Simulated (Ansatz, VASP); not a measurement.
## C in VASP and in Ansatz

The input INCAR:

```
SYSTEM = C
PREC = Accurate
ENCUT = 520
EDIFF = 1E-7
ISMEAR = 0
SIGMA = 0.03
LREAL = .False.
LASPH = .True.
NELM = 80
ALGO = Normal
ISIF = 2
LWAVE = .False.
LCHARG = .False.
NBANDS = 26
```

KPOINTS

```
regular mesh
0
Gamma
  15 15 3
  0 0 0
```

The input POSCAR:

```
C
1.0
   -1.2226660053     -2.1164534110      0.0000000000
    1.2226660053     -2.1164534110      0.0000000000
    0.8151106702     -1.8812919209     13.4515291704
C
8
Direct
    0.3194075448      0.2360742115      0.1250000000
    0.7916297670      0.5416297670      0.3750000000
    0.2638519893     -0.1528146774      0.6250000000
    0.7360742115      0.1527408781      0.8750000000
    0.6528146774      0.5694813441      0.1250000000
    0.1250368996     -0.1249631004      0.3750000000
    0.5972591219      0.1805924552      0.6250000000
    0.0694813441     -0.5138519893      0.8750000000
```

Input for Ansatz:

```yaml
crystal:
  lattice:
    - [-1.2226660053, -2.116453411, 0.0]
    - [1.2226660053, -2.116453411, 0.0]
    - [0.8151106702, -1.8812919209, 13.4515291704]
  atoms:
    - { symbol: C, position: [0.3194075448, 0.2360742115, 0.125] }
    - { symbol: C, position: [0.791629767, 0.541629767, 0.375] }
    - { symbol: C, position: [0.2638519893, -0.1528146774, 0.625] }
    - { symbol: C, position: [0.7360742115, 0.1527408781, 0.875] }
    - { symbol: C, position: [0.6528146774, 0.5694813441, 0.125] }
    - { symbol: C, position: [0.1250368996, -0.1249631004, 0.375] }
    - { symbol: C, position: [0.5972591219, 0.1805924552, 0.625] }
    - { symbol: C, position: [0.0694813441, -0.5138519893, 0.875] }
basis:
  ecutwfc: 520.0
kpoints:
  mp_grid: { grid: [15, 15, 3] }
hamiltonian:
  xc: lda
  pseudopotentials: { kind: paw, azcp: { folder: soft_1 } }
scf:
  occupations: { method: gaussian, width: 0.03 }
output:
  forces: true
  stress: true
  eigenvalues: true
```

Alike in both runs: task single point; functional LDA; k mesh 15 × 15 × 3; occupations gaussian, width 0.03 eV; no spin polarisation.

```csv
,VASP,Ansatz
version,VASP 6.6.1,Ansatz 0.2.0
potentials or method,"VASP PAW LDA potentials, release 64 (C), cutoff 520 eV","scalar-relativistic, plane waves, PAW"
valence electrons in the cell,32,32
```

Ansatz gave:

- gap on the k mesh at the Fermi level (eV): 0.08
- least direct gap on the mesh (eV): 0.08
- pressure (GPa): 0.0
- traceless stress, the component that is largest in VASP (GPa): 0.04
- rms of the force components (eV/Å): 0.005

**Question.** Estimate VASP's values.

**Answer.** gap on the k mesh at the Fermi level (eV): 0.08; least direct gap on the mesh (eV): 0.08; pressure (GPa): 0.9; traceless stress, the component that is largest in VASP (GPa): -0.98; rms of the force components (eV/Å): 0.005.

Ansatz warns that its potentials were made for another functional, while VASP's fit it. LDA's correlation is that of Perdew and Zunger in VASP and of Perdew and Wang (1992) in Ansatz. Atom by atom the forces differ by 0.000 eV/Å (rms over components).
